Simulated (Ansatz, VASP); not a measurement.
Given: the input of a run of Ansatz 0.2.0 on NaLa.

Contents of input.yaml:

```yaml
crystal:
  lattice:
    - [3.60625077, 0.0, 0.0]
    - [-1.803125385, 3.1231047792, 0.0]
    - [0.0, 0.0, 6.483782]
  atoms:
    - { symbol: La, position: [0.0, 0.0, 0.5] }
    - { symbol: Na, position: [0.6666666667, 0.3333333333, 0.0] }
kpoints:
  mp_grid: { grid: [7, 7, 3] }
scf:
  occupations: { method: methfessel_paxton, width: 0.2 }
hamiltonian:
  xc: revpbe
  dispersion: d3bj
  pseudopotentials: { kind: all_electron, lapw: { basis_error: 0.001 } }
magnetization:
  noncollinear: true
  spin_orbit: true
output:
  forces: true
  stress: true
relax:
  f_tol: 0.02
  max_steps: 60
  cell: {}
```

Potentials or basis: all-electron LAPW, relativistic spinors.

Launch:

```sh
$ ansatz run input.yaml --threads 2 --pin off --max-ram 6144MiB --backend cpu --events-out ev --progress --plain --runs-dir out
```

Translate it to VASP 6.6.1. Potentials there: VASP PAW PBE potentials, release 64 (La, Na_pv).

As run (the cutoff follows the program's own potentials):

File INCAR:

```
PREC     = Accurate       # precision mode
ENCUT    = 600            # plane-wave cutoff, eV
EDIFF    = 1E-6           # SCF threshold, eV
ISMEAR   = 1              # smearing method
SIGMA    = 0.2            # smearing width, eV
LREAL    = False          # projectors in reciprocal space
LASPH    = True           # aspherical terms in the spheres
NELM     = 150            # most SCF steps
ALGO     = Normal         # electronic algorithm
ISIF     = 3              # what is computed and relaxed
LWAVE    = False          # write WAVECAR
LCHARG   = False          # write CHGCAR
LNONCOLLINEAR= True           # non-collinear magnetism
MAGMOM   = 0 0 0 0 0 0    # initial moments
LORBIT   = 11             # projections on sites
LSORBIT  = True           # spin-orbit coupling
GGA_COMPAT= False        
LORBMOM  = True         
LMAXMIX  = 6              # l up to which the mixer works
GGA      = RE             # functional
IVDW     = 12             # dispersion correction
IBRION   = 2              # ionic algorithm
NSW      = 80             # ionic steps
EDIFFG   = -0.02          # ionic threshold
```

The input KPOINTS:

```
regular mesh
0
Gamma
  7 7 3
```

File POSCAR:

```
NaLa
1.0
    3.6062507700      0.0000000000      0.0000000000
   -1.8031253850      3.1231047792      0.0000000000
    0.0000000000      0.0000000000      6.4837820000
La Na
1 1
Direct
    0.0000000000      0.0000000000      0.5000000000
    0.6666666667      0.3333333333      0.0000000000
```

Potentials or basis: VASP PAW PBE potentials, release 64 (La, Na_pv).

The run is started by

```bash
$ cat potpaw_PBE.64/La/POTCAR potpaw_PBE.64/Na_pv/POTCAR > POTCAR
$ mpirun -np 1 vasp_ncl > vasp.out
```

Both were run:

|  | VASP | Ansatz | Ansatz less VASP |
| --- | --- | --- | --- |
| relaxed volume (Å³/atom) | 33.08 | 33.11 | +0.032 |
| relaxed length of the cell vector where the two differ most in proportion (Å) | 3.484 | 3.486 | +0.0024 |

VASP's potentials were made for PBE, not for revPBE. Ansatz ran all-electron here, and VASP with PAW potentials.

Noted on Ansatz's run: the k mesh is thin for a metal, which can move the energy by tens of meV per atom.
